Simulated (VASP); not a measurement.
## KNd2Sb3: relaxation of shape and atoms at fixed volume with PBE

KNd2Sb3:

```
K Nd Sb
1.0
     4.77562    0.00000    0.00000
    -2.38781    4.13581    0.00000
     0.00000    0.00000   10.77829
K Nd Sb
1 2 3
Cartesian
  2.3878 1.3786 0.0000
  0.0000 2.7572 3.5624
  0.0000 2.7572 7.2159
  0.0000 0.0000 5.3891
  0.0000 0.0000 8.5663
  0.0000 0.0000 2.2120
```

```yaml
Program: VASP 6.6.1
Task: relaxation of shape and atoms at fixed volume
Functional: PBE
Potentials_or_basis: VASP PAW PBE potentials, release 64 (K_sv, Nd_3, Sb), 4f in core
Cutoff: 500 eV
k_mesh: 6 × 6 × 4
Occupations: gaussian, width 0.02 eV
Spin: no spin polarisation
Dipole_correction: no
Further_INCAR_settings: ALGO = Normal; EDIFF = 1e-07; IBRION = 2; EDIFFG = -0.01; NSW = 50; ISIF = 4
```

| Property | Result |
| --- | --- |
| Energy gained by relaxing | 1.9 meV/atom |
| Ionic steps | 8 |
| Pressure after relaxing | 2.0 GPa |
| Band gap on the k mesh | 0.59 eV (least direct gap 0.87 eV) |

Step by step:
```csv
step,energy change (eV),largest force (eV/Å),pressure (GPa),volume (Å³)
1,0.0000,0.2151,2.44,212.88
2,-0.0040,0.1528,2.33,212.88
3,-0.0072,0.1643,2.08,212.88
4,-0.0074,0.1400,2.12,212.88
5,-0.0096,0.0912,2.07,212.88
6,-0.0113,0.0167,1.95,212.88
7,-0.0113,0.0124,1.97,212.88
8,-0.0117,0.0010,1.95,212.88
```

Final structure:
```
K Nd Sb
1.0
     4.79528    0.00000    0.00000
    -2.39764    4.15283    0.00000
     0.00000    0.00000   10.69012
K Nd Sb
1 2 3
Direct
  0.66667 0.33333 0.00000
  0.33333 0.66667 0.32857
  0.33333 0.66667 0.67143
  0.00000 0.00000 0.50000
  0.00000 0.00000 0.79992
  0.00000 0.00000 0.20008
```

Levels at points of the mesh, in eV from the valence-band top:
```
           k point  band 20  band 21  band 22  band 23  band 24  band 25  band 26  band 27
(0.00, 0.00, 0.00)    -1.07    -1.07    -0.60    -0.60     1.23     2.04     2.04     2.61
(0.50, 0.00, 0.00)    -1.53    -1.15    -0.86    -0.84     0.59     1.42     2.22     2.29
(0.00, 0.00, 0.50)    -1.14    -0.94    -0.52    -0.52     1.15     1.77     1.93     1.93
(0.50, 0.00, 0.50)    -1.23    -0.85    -0.85    -0.41     0.88     1.22     1.30     2.27
```

Wall time 5.3 min on 1 thread of Intel(R) Xeon(R) 6975P-C (Granite Rapids) (shared host), peak memory 0.39 GiB.

Caveat: spin-orbit coupling is left out, which moves the levels of the heavy elements; the 4f electrons are frozen in the core, so they carry no moment and show no levels. A k mesh can miss the band edges.
